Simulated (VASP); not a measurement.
Write the native input for VASP 6.6.1 that does the following.

* Task: single point
* Functional: PBE
* Potentials or basis: VASP PAW PBE potentials, release 64 (Al, O)
* Cutoff: 520 eV
* k mesh: 6 × 6 × 2
* Occupations: gaussian, width 0.2 eV
* Spin: no spin polarisation
* Dipole correction: no
* Further INCAR settings: ALGO = Normal; EDIFF = 1e-06; NBANDS = 21

The structure of Al6O lies in POSCAR:

```
Al6O
1.0
    2.8671017407      0.0000000000      0.0000000000
   -1.4335508703      2.4829829427      0.0000000000
    0.0000000000      0.0000000000     14.6639764129
Al O
6 1
Direct
    0.3333333333      0.6666666667      0.0685044038
    0.0000000000      0.0000000000      0.8631365314
    0.6666666667      0.3333333333      0.7009437221
    0.0000000000      0.0000000000      0.3818713067
    0.3333333333      0.6666666667      0.5409835804
    0.6666666667      0.3333333333      0.2224546864
    0.0000000000      0.0000000000      0.0031057692
```

One way to write it, as run:

INCAR

```
SYSTEM = Al6O
ALGO = Normal
EDIFF = 1E-6
ENCUT = 520
GGA = PE
ISIF = 2
ISMEAR = 0
LASPH = .True.
LCHARG = .True.
LELF = .True.
LREAL = .False.
LVHAR = .True.
LWAVE = .False.
NBANDS = 21
NELM = 80
PREC = Accurate
SIGMA = 0.2
```

KPOINTS

```
k-points
0
Gamma
  6 6 2
  0 0 0
```

Potentials or basis: VASP PAW PBE potentials, release 64 (Al, O).

Launch:

```bash
$ cat potpaw_PBE.64/Al/POTCAR potpaw_PBE.64/O/POTCAR > POTCAR
$ mpirun -np 1 vasp_std > vasp.out
```

It gave:

- Pressure: 0.0 GPa
- Largest force: 0.006 eV/Å
- Band gap on the k mesh: zero (bands 12 and 13 overlap by 3.71 eV)

Caveat: the k points lie up to 0.42 Å⁻¹ apart, too coarse for converged energies and pressures of a metal.

It took 18 s on 1 thread of Intel(R) Xeon(R) 6975P-C (Granite Rapids), with other jobs on the host, peak memory 0.23 GiB.
